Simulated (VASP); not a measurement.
# TePb in VASP: notebook

TePb is run at these levels: PBEsol; tasks: single point.

Program: VASP 6.6.1. These are calculated values, not measurements. Logs are shortened: lines on timing, memory, paths and dates and some standing lists are left out, and cuts for length are marked.

## 1. The cell of the first run

The structure is cubic, space group Fm-3m (No. 225). Conventional cell: a = 6.589 Å, b = 6.589 Å, c = 6.589 Å, α = 90.00°, β = 90.00°, γ = 90.00°. Pb (site symmetry m-3m) has 6 Te at 3.29 Å within 4.3 Å. Te (site symmetry m-3m) has 6 Pb at 3.29 Å within 4.3 Å.

## 2. Single point, PBEsol

INCAR reads:

```
PREC     = Accurate       # precision mode
ENCUT    = 520            # plane-wave cutoff, eV
EDIFF    = 1E-7           # SCF threshold, eV
ISMEAR   = 0              # smearing method
SIGMA    = 0.02           # smearing width, eV
LREAL    = F              # projectors in reciprocal space
LASPH    = T              # aspherical terms in the spheres
NELM     = 100            # most SCF steps
ALGO     = Normal         # electronic algorithm
ISIF     = 2              # what is computed and relaxed
LWAVE    = F              # write WAVECAR
LCHARG   = F              # write CHGCAR
GGA      = PS             # functional
NBANDS   = 17             # bands
```

KPOINTS reads:

```
Automatic mesh
0
Gamma
  11 11 11
```

POSCAR reads:

```
TePb
1.0
    0.0000000000      3.2943690292      3.2943690292
    3.2943690292      0.0000000000      3.2943690292
    3.2943690292      3.2943690292      0.0000000000
Pb Te
1 1
Direct
    0.0000000000      0.0000000000      0.0000000000
    0.5000000000      0.5000000000      0.5000000000
```

Potentials or basis: VASP PAW PBE potentials, release 64 (Pb_d, Te).

Command:

```console
$ cat potpaw_PBE.64/Pb_d/POTCAR potpaw_PBE.64/Te/POTCAR > POTCAR
$ mpirun -np 1 vasp_std > vasp.out
```

OUTCAR:

```text
PREC = Accurate
   ENCUT = 520
   EDIFF = 1E-7
   ISMEAR = 0
   LREAL = F
   LASPH = T
   NELM = 100
   ISIF = 2
   GGA = PS

 ion  position               nearest neighbor table
   1  0.000  0.000  0.000-   2 3.29   2 3.29   2 3.29   2 3.29   2 3.29   2 3.29
   2  0.500  0.500  0.500-   1 3.29   1 3.29   1 3.29   1 3.29   1 3.29   1 3.29

  LATTYP: Found a face centered cubic cell.
 ALAT       =     6.5887380584

  Lattice vectors:

 A1 = (   0.0000000000,   3.2943690292,   3.2943690292)
 A2 = (   3.2943690292,   0.0000000000,   3.2943690292)
 A3 = (   3.2943690292,   3.2943690292,   0.0000000000)

Analysis of symmetry for initial positions (statically):
=====================================================================
 Subroutine PRICEL returns:
 Original cell was already a primitive cell.

 Routine SETGRP: Setting up the symmetry group for a
 face centered cubic supercell.

 Subroutine GETGRP returns: Found 48 space group operations
 (whereof 48 operations were pure point group operations)
 out of a pool of 48 trial point group operations.

The static configuration has the point symmetry O_h .

Analysis of symmetry for dynamics (positions and initial velocities):
=====================================================================
 Subroutine PRICEL returns:
 Original cell was already a primitive cell.

 Routine SETGRP: Setting up the symmetry group for a
 face centered cubic supercell.

 Subroutine GETGRP returns: Found 48 space group operations
 (whereof 48 operations were pure point group operations)
 out of a pool of 48 trial point group operations.

The dynamic configuration has the point symmetry O_h .

 Subroutine INISYM returns: Found 48 space group operations
 (whereof 48 operations are pure point group operations),
 and found     1 'primitive' translations

----------------------------------------------------------------------------------------

                                     Primitive cell

  volume of cell :      71.5067

  direct lattice vectors                    reciprocal lattice vectors
     0.000000000  3.294369029  3.294369029    -0.151774132  0.151774132  0.151774132
     3.294369029  0.000000000  3.294369029     0.151774132 -0.151774132  0.151774132
     3.294369029  3.294369029  0.000000000     0.151774132  0.151774132 -0.151774132

  length of vectors
     4.658941361  4.658941361  4.658941361     0.262880508  0.262880508  0.262880508

  position of ions in fractional coordinates (direct lattice)
     0.000000000  0.000000000  0.000000000
     0.500000000  0.500000000  0.500000000

  ion indices of the primitive-cell ions
   primitive index   ion index
                 1           1
                 2           2

----------------------------------------------------------------------------------------

 KPOINTS: Automatic mesh

Automatic generation of k-mesh.
 Grid dimensions read from file:
 generate k-points for:   11   11   11

 Generating k-lattice:

  Cartesian coordinates                     Fractional coordinates (reciprocal lattice)
    -0.013797648  0.013797648  0.013797648     0.090909091  0.000000000  0.000000000
     0.013797648 -0.013797648  0.013797648     0.000000000  0.090909091  0.000000000
     0.013797648  0.013797648 -0.013797648     0.000000000  0.000000000  0.090909091

  Length of vectors
     0.023898228  0.023898228  0.023898228

  Shift w.r.t. Gamma in fractional coordinates (k-lattice)
     0.000000000  0.000000000  0.000000000

 Subroutine IBZKPT returns following result:
 ===========================================

 Found     56 irreducible k-points:

 Following reciprocal coordinates:
            Coordinates               Weight
  0.000000  0.000000  0.000000      1.000000
  0.090909  0.000000  0.000000      8.000000
  0.181818  0.000000  0.000000      8.000000
  0.272727  0.000000  0.000000      8.000000
  0.363636  0.000000  0.000000      8.000000
  0.454545  0.000000  0.000000      8.000000
[... 16 lines left out ...]
 -0.272727  0.181818  0.000000     24.000000
 -0.181818  0.181818  0.000000     12.000000
 [... further k-points ...]
   k-points           NKPTS =     56   k-points in BZ     NKDIM =     56   number of bands    NBANDS=     17
   number of dos      NEDOS =    301   number of ions     NIONS =      2
   total plane-waves  NPLWV =  46656
   dimension x,y,z NGX =    36 NGY =   36 NGZ =   36
   dimension x,y,z NGXF=    72 NGYF=   72 NGZF=   72
   ions per type =               1   1
   NGX,Y,Z   is equivalent  to a cutoff of  12.85, 12.85, 12.85 a.u.
   NGXF,Y,Z  is equivalent  to a cutoff of  25.69, 25.69, 25.69 a.u.
 SYSTEM =  unknown system
   PREC   = accura    normal or accurate (medium, high low for compatibility)
   ISTART =      0    job   : 0-new  1-cont  2-samecut
   ICHARG =      2    charge: 1-file 2-atom 10-const
   ISPIN  =      1    spin polarized calculation?
   LNONCOLLINEAR =      F non collinear calculations
   LSORBIT =      F    spin-orbit coupling
   LASPH  =      T    aspherical Exc in radial PAW
   ENCUT  =  520.0 eV  38.22 Ry    6.18 a.u.   8.66  8.66  8.66*2*pi/ulx,y,z
   NELM   =    100;   NELMIN=  2; NELMDL= -5     # of ELM steps
   EDIFF  = 0.1E-06   stopping-criterion for ELM
   LREAL  =      F    real-space projection
   EDIFFG = 0.1E-05   stopping-criterion for IOM
   NSW    =      0    number of steps for IOM
   IBRION =     -1    ionic relax: 0-MD 1-quasi-New 2-CG
   NFREE  =      0    steps in history (QN), initial steepest desc. (CG)
   ISIF   =      2    stress and relaxation
   ISYM   =      2    0-nonsym 1-usesym 2-fastsym
   POTIM  = 0.5000    time-step for ionic-motion
   TEBEG  =    0.0;   TEEND  =   0.0 temperature during run
   PSTRESS=    0.0 pullay stress
   NELECT =      20.0000    total number of electrons
   NUPDOWN=      -1.0000    fix difference up-down
   EMIN   =  10.00;   EMAX   =-10.00  energy-range for DOS
   EFERMI =   0.00;   METHOD = LEGACY
   ISMEAR =     0;   SIGMA  =   0.02  broadening in eV -4-tet -1-fermi 0-gaus
   EFERMI_NEDOS =   21; number of points for ismear=-14 and -15
   IALGO  =     38    algorithm
   IMIX   =      4    mixing-type and parameters
     AMIX     =   0.40;   BMIX     =  1.00
     AMIX_MAG =   1.60;   BMIX_MAG =  1.00
  volume/ion in A,a.u.               =      35.75       241.28
  Fermi-wavevector in a.u.,A,eV,Ry     =   1.070621  2.023181 15.595408  1.146230
  Thomas-Fermi vector in A             =   2.206337
   LORBIT       =      0    0 simple, 1 ext, 2 COOP (PROOUT), +10 PAW based schemes
   GGA     = PS    functional components
   LHFCALC =     F    Hartree Fock is set to
   AEXX    =    0.0000 exact exchange contribution
   IVDW    =     0    specifies the selected vdW correction
   LEPSILON=     F    determine dielectric tensor
   LRPA    =     F    only Hartree local field effects (RPA)
 non-spin polarized calculation
 Gauss-broadening in eV      SIGMA  =   0.02
  energy-cutoff  :      520.00
  volume of cell :       71.51
 maximum number of plane-waves:      1944
   NGX = 17   NGY = 17   NGZ = 17

 number of electron      19.9999998 magnetization

 Free energy of the ion-electron system (eV)
  ---------------------------------------------------
  ext. energy  EPLUGINS =         0.00000000
  ---------------------------------------------------
  free energy    TOTEN  =        -8.21979302 eV

  energy without entropy =       -8.21979302  energy(sigma->0) =       -8.21979302

 E-fermi :   4.7669     XC(G=0):  -9.2126

 val. band max:        4.6811707911   @ k =   0.4545   0.0000   0.0000
 cond. band min:       5.5711847721   @ k =   0.4545   0.0000   0.0000
 fundamental gap:      0.8900139810
 Fermi energy:         4.7668769462

 k-point     1 :       0.0000    0.0000    0.0000
  band No.  band energies     occupation
      1     -11.8122      2.00000
      2     -11.8122      2.00000
      3     -11.8056      2.00000
      4     -11.8056      2.00000
      5     -11.8056      2.00000
      6      -6.8367      2.00000
[... 9 lines left out ...]
     16      10.6163      0.00000
     17      11.9692      0.00000

 k-point     2 :       0.0909    0.0000    0.0000
  band No.  band energies     occupation
      1     -11.8129      2.00000
      2     -11.8129      2.00000
      3     -11.8054      2.00000
      4     -11.8047      2.00000
      5     -11.8047      2.00000
      6      -6.7712      2.00000
[... 9 lines left out ...]
     16      10.7680      0.00000
     17      12.5149      0.00000

 k-point     3 :       0.1818    0.0000    0.0000
  band No.  band energies     occupation
      1     -11.8152      2.00000
      2     -11.8152      2.00000
      3     -11.8049      2.00000
      4     -11.8019      2.00000
      5     -11.8019      2.00000
      6      -6.5790      2.00000
[... 9 lines left out ...]
     16      11.1905      0.00000
     17      13.6768      0.00000

 k-point     4 :       0.2727    0.0000    0.0000
  band No.  band energies     occupation
      1     -11.8184      2.00000
      2     -11.8184      2.00000
      3     -11.8043      2.00000
      4     -11.7979      2.00000
      5     -11.7979      2.00000
      6      -6.2762      2.00000
[... 9 lines left out ...]
     16      11.8548      0.00000
     17      14.9494      0.00000

 k-point     5 :       0.3636    0.0000    0.0000
  band No.  band energies     occupation
      1     -11.8214      2.00000
      2     -11.8214      2.00000
      3     -11.8037      2.00000
      4     -11.7942      2.00000
      5     -11.7942      2.00000
      6      -5.9070      2.00000
[... 9 lines left out ...]
     16      12.7305      0.00000
     17      15.2051      0.00000

 k-point     6 :       0.4545    0.0000    0.0000
  band No.  band energies     occupation
      1     -11.8233      2.00000
      2     -11.8233      2.00000
      3     -11.8034      2.00000
      4     -11.7919      2.00000
      5     -11.7919      2.00000
      6      -5.5973      2.00000
[... 9 lines left out ...]
     16      13.7120      0.00000
     17      14.1515      0.00000

 k-point     7 :       0.0909    0.0909    0.0000
  band No.  band energies     occupation
      1     -11.8147      2.00000
      2     -11.8115      2.00000
      3     -11.8063      2.00000
      4     -11.8041      2.00000
      5     -11.8041      2.00000
      6      -6.7495      2.00000
[... 9 lines left out ...]
     16      11.0345      0.00000
     17      12.2675      0.00000

 k-point     8 :       0.1818    0.0909    0.0000
  band No.  band energies     occupation
      1     -11.8177      2.00000
      2     -11.8120      2.00000
      3     -11.8063      2.00000
      4     -11.8021      2.00000
      5     -11.8015      2.00000
      6      -6.5999      2.00000
[... 9 lines left out ...]
     16      11.5220      0.00000
     17      12.8994      0.00000
[... 203 lines left out ...]
      1     -11.8314      2.00000
      2     -11.8124      2.00000
      3     -11.8068      2.00000
      4     -11.7951      2.00000
      5     -11.7926      2.00000
      6      -5.9689      2.00000
[... 9 lines left out ...]
     16      13.5685      0.00000
     17      14.3751      0.00000

 k-point    20 :       0.4545    0.1818    0.0000
  band No.  band energies     occupation
      1     -11.8330      2.00000
      2     -11.8156      2.00000
      3     -11.8043      2.00000
      4     -11.7942      2.00000
      5     -11.7904      2.00000
      6      -5.6367      2.00000
[... 9 lines left out ...]
     16      14.2722      0.00000
     17      14.3620      0.00000

 k-point    21 :      -0.4545    0.1818    0.0000
  band No.  band energies     occupation
      1     -11.8319      2.00000
      2     -11.8185      2.00000
      3     -11.8017      2.00000
      4     -11.7943      2.00000
      5     -11.7905      2.00000
      6      -5.4333      2.00000
[... 9 lines left out ...]
     16      13.6802      0.00000
     17      15.0564      0.00000

 k-point    22 :      -0.3636    0.1818    0.0000
  band No.  band energies     occupation
      1     -11.8284      2.00000
      2     -11.8203      2.00000
      3     -11.8007      2.00000
      4     -11.7946      2.00000
      5     -11.7927      2.00000
      6      -5.5371      2.00000
[... 9 lines left out ...]
     16      12.7648      0.00000
     17      15.1135      0.00000

 k-point    23 :      -0.2727    0.1818    0.0000
  band No.  band energies     occupation
      1     -11.8235      2.00000
      2     -11.8207      2.00000
      3     -11.8018      2.00000
      4     -11.7960      2.00000
      5     -11.7948      2.00000
      6      -5.8499      2.00000
[... 9 lines left out ...]
     16      13.7450      0.00000
     17      14.2837      0.00000

 k-point    24 :      -0.1818    0.1818    0.0000
  band No.  band energies     occupation
      1     -11.8197      2.00000
      2     -11.8188      2.00000
      3     -11.8037      2.00000
      4     -11.7993      2.00000
      5     -11.7961      2.00000
      6      -6.1794      2.00000
[... 9 lines left out ...]
     16      13.0809      0.00000
     17      13.3859      0.00000

 [... further k-points ...]
[... 5 lines left out ...]
  --------------------------------------------------------------------------------------
  -------------------------------------------------------------------------------------
  Total       -1.1654458     -1.1654458     -1.1654458      0.0000000      0.0000000     -0.0000000
  in kB      -26.1129491    -26.1129491    -26.1129491      0.0000000      0.0000000     -0.0000000
  external PRESSURE =     -26.1129491 kB  Pullay stress =       0.0000000 kB

 VOLUME and BASIS-vectors are now :
 -----------------------------------------------------------------------------
  energy-cutoff  :      520.00
  volume of cell :       71.51
      direct lattice vectors                 reciprocal lattice vectors
     0.000000000  3.294369029  3.294369029    -0.151774132  0.151774132  0.151774132
     3.294369029  0.000000000  3.294369029     0.151774132 -0.151774132  0.151774132
     3.294369029  3.294369029  0.000000000     0.151774132  0.151774132 -0.151774132

 POSITION                                       TOTAL-FORCE (eV/Angst)
 -----------------------------------------------------------------------------------
      0.00000      0.00000      0.00000        -0.000000     -0.000000      0.000000
      3.29437      3.29437      3.29437         0.000000      0.000000     -0.000000
 -----------------------------------------------------------------------------------
    total drift:                               -0.000000      0.000000      0.000000

  FREE ENERGIE OF THE ION-ELECTRON SYSTEM (eV)
  ---------------------------------------------------
  free  energy   TOTEN  =        -8.2197930188 eV

  energy  without entropy=       -8.2197930188  energy(sigma->0) =       -8.21979302
```

Wall time 28 s (1 thread of Intel Xeon 6975P-C (Granite Rapids), shared host); peak memory 0.24 GiB.

Results:

```yaml
Free_energy: -8.2198 eV
Pressure: -2.6 GPa
```

Caveat: this odd mesh misses L, where the gap lies, so gap, dielectric constants and Born charges aren't listed; the PAW data sets were made with another functional, which shifts forces and pressure a little; spin-orbit coupling is left out, which moves the levels of the heavy elements.

## 3. Single point, PBEsol

This run uses another cell than the first one, of 33.73 Å³/atom, 0.943 times its volume.

INCAR reads:

```
PREC = Accurate
ENCUT = 520
EDIFF = 1E-7
ISMEAR = 0
SIGMA = 0.02
LREAL = F
LASPH = T
NELM = 80
ALGO = Normal
ISIF = 2
LWAVE = F
LCHARG = T
GGA = PS
LELF = T
LVHAR = T
NBANDS = 17
```

KPOINTS is that of step 2.

POSCAR reads:

```
TePb
1.0
    0.0000000000      3.2310000000      3.2310000000
    3.2310000000      0.0000000000      3.2310000000
    3.2310000000      3.2310000000      0.0000000000
Pb Te
1 1
Direct
    0.0154750851      0.0154750851     -0.0154750851
    0.5000000000      0.5000000000      0.5000000000
```

Potentials or basis: VASP PAW PBE potentials, release 64 (Pb_d, Te).

Command:

```console
$ cat potpaw_PBE.64/Pb_d/POTCAR potpaw_PBE.64/Te/POTCAR > POTCAR
$ mpirun -np 1 vasp_std > vasp.out
```

It took 69 s on 1 thread of Intel Xeon 6975P-C (Granite Rapids), shared host; peak memory 0.3 GiB.

It converged, with:

* Free energy: -8.2558 eV
* Pressure: -0.3 GPa
* Largest force: 0.064 eV/Å
* Band gap on the k mesh: 0.85 eV, direct

Forces in eV/Å, atoms in the order of the input:
```
Pb   0.000  0.000 -0.064
Te   0.000  0.000  0.064
```

Stress tensor (GPa, compression positive):
```
-0.42  0.00  0.00
 0.00 -0.42  0.00
 0.00  0.00 -0.05
```

Levels at points of the mesh, in eV from the valence-band top:
```tsv
k point	band 8	band 9	band 10	band 11	band 12	band 13
(0.00, 0.00, 0.00)	-1.28	-1.25	-1.25	4.07	4.07	4.15
```

Caveat: the PAW data sets were made with another functional, which shifts forces and pressure a little; spin-orbit coupling is left out, which moves the levels of the heavy elements. A k mesh can miss the band edges.
